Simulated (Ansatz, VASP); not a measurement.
One calculation of Mg3BeS, two programs

```
CELL_PARAMETERS angstrom
3.13320 1.80895 3.23962
-3.13320 1.80895 3.23962
0.00000 -3.61790 3.23962
ATOMIC_POSITIONS crystal
Mg 0.49527 0.76062 0.09967
Mg 0.09967 0.49527 0.76062
Mg 0.76062 0.09967 0.49527
Be 0.60351 0.60351 0.60351
S 0.00984 0.00984 0.00984
```

Change from the starting cell: species swapped into the Ag3SI type (R3, No. 146).

Alike in both runs: functional PBE; k mesh 12 × 12 × 12; occupations gaussian, width 0.1 eV; no spin polarisation.

Ansatz relaxed the structure, and its values are those at the end. VASP's run is a single point on that final structure, the one shown.

```csv
,VASP,Ansatz
version,VASP 6.6.1,Ansatz 0.2.0
potentials or method,"VASP PAW PBE potentials, release 64 (Mg, Be, S), cutoff 520 eV","scalar-relativistic, plane waves, PAW"
valence electrons in the cell,14,38
```

```csv
,VASP,Ansatz,Ansatz less VASP
gap on the k mesh at the Fermi level (eV),none,none,-
pressure (GPa),-0.1,0.0,+0.10
```

A gap of «none» marks a metal or a gap that the smearing closes. With one functional, cell and mesh, what is left measures potentials, basis and numerics. VASP's potentials hold 14 valence electrons a cell and Ansatz's 38, so a difference there can come from the potentials and not from the codes.
